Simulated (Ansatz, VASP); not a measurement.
## MnO2: VASP beside Ansatz

```
Mn O
1.0
     2.85658    0.00000    0.00000
    -1.42829    2.47387    0.00000
     0.00000    0.00000    4.60137
Mn O
1 2
Direct
  0.00000 0.00000 0.50000
  0.33333 0.66667 0.70629
  0.66667 0.33333 0.29371
```

Alike in both runs: task relaxation of cell and atoms; functional PBEsol; dispersion D3(BJ); k mesh 11 × 11 × 6; occupations fermi-dirac, width 0.05 eV; collinear spin.

|  | VASP | Ansatz |
| --- | --- | --- |
| version | VASP 6.6.1 | Ansatz 0.2.0 |
| potentials or method | VASP PAW PBE potentials, release 64 (Mn_pv, O) | Ansatz PAW |
| plane-wave cutoff (eV) | 600 | 420 |
| valence electrons in the cell | 25 | 27 |

VASP gave:

- gap on the k mesh at the Fermi level, each at its own relaxed structure (eV): 0.61
- net moment per atom (μB): 1.00
- size of the moment on the site where the two differ most (μB): 2.82
- relaxed volume (Å³/atom): 10.23
- relaxed length of the cell vector where the two differ most in proportion (Å): 4.400

Problem. Estimate Ansatz's values.

Solution. gap on the k mesh at the Fermi level, each at its own relaxed structure (eV): 0.64; net moment per atom (μB): 1.00; size of the moment on the site where the two differ most (μB): 2.46; relaxed volume (Å³/atom): 10.36; relaxed length of the cell vector where the two differ most in proportion (Å): 4.470.

VASP's potentials were made for PBE, not for PBEsol. Site moments also hang on the region over which each program counts them. VASP's potentials hold 25 valence electrons a cell and Ansatz's 27, so a difference there can come from the potentials and not from the codes.

Noted on Ansatz's run: odd divisions of the mesh miss points on the zone boundary, where band edges often lie, so the gap on the mesh can be too wide; the plane-wave basis is chosen anew once the cell has moved, so the energies of steps on either side of that aren't comparable.
